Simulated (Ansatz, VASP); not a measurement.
## Ru in VASP and in Ansatz

Contents of INCAR:

```
SYSTEM = Ru
PREC = Accurate ; ENCUT = 500
EDIFF = 1E-6 ; ISMEAR = 0
SIGMA = 0.1 ; LREAL = .FALSE.
LASPH = .TRUE. ; NELM = 120
ALGO = Normal ; ISIF = 2
LWAVE = .FALSE. ; LCHARG = .TRUE.
GGA = PE ; IVDW = 12
LELF = .TRUE. ; LVHAR = .TRUE.
NBANDS = 21 ; GGA_COMPAT = .FALSE.
```

The input KPOINTS:

```
Automatic mesh
0
G
  9 9 4
  0 0 0
```

File POSCAR:

```
Ru
1.0
    2.7057993342      0.0000000000      0.0000000000
   -1.3528996671      2.3432909610      0.0000000000
    0.0000000000      0.0000000000      4.2819000000
Ru
2
Direct
    0.3333333333      0.6666666667      0.2500000000
    0.6666666667      0.3333333333      0.7500000000
```

Input for Ansatz:

```yaml
crystal:
  lattice:
    - [2.7057993342, 0.0, 0.0]
    - [-1.3528996671, 2.343290961, 0.0]
    - [0.0, 0.0, 4.2819]
  atoms:
    - { symbol: Ru, position: [0.3333333333, 0.6666666667, 0.25] }
    - { symbol: Ru, position: [0.6666666667, 0.3333333333, 0.75] }
basis:
  ecutwfc: 420
kpoints:
  mp_grid: { grid: [9, 9, 4] }
hamiltonian:
  xc: pbe
  dispersion: d3bj
scf:
  occupations: { method: gaussian, width: 0.1 }
output:
  forces: true
  stress: true
  eigenvalues: true
```

Alike in both runs: task single point; functional PBE; dispersion D3(BJ); k mesh 9 × 9 × 4; occupations gaussian, width 0.1 eV; no spin polarisation.

|  | VASP | Ansatz |
| --- | --- | --- |
| version | VASP 6.6.1 | Ansatz 0.2.0 |
| potentials or method | VASP PAW PBE potentials, release 64 (Ru_pv), cutoff 500 eV | scalar-relativistic, plane waves, PAW |
| valence electrons in the cell | 28 | 32 |

VASP gave:

| Quantity | Value |
| --- | --- |
| gap on the k mesh at the Fermi level (eV) | none |
| pressure (GPa) | -3.1 |
| traceless stress, the component that is largest in VASP (GPa) | -1.65 |

**Question.** What did Ansatz give for the same quantities?

**Answer.** gap on the k mesh at the Fermi level (eV): none; pressure (GPa): -3.0; traceless stress, the component that is largest in VASP (GPa): -1.69.

A gap of «none» marks a metal or a gap that the smearing closes. VASP's potentials hold 28 valence electrons a cell and Ansatz's 32, so a difference there can come from the potentials and not from the codes.

The k mesh is coarse, so the values compare programs but aren't converged.
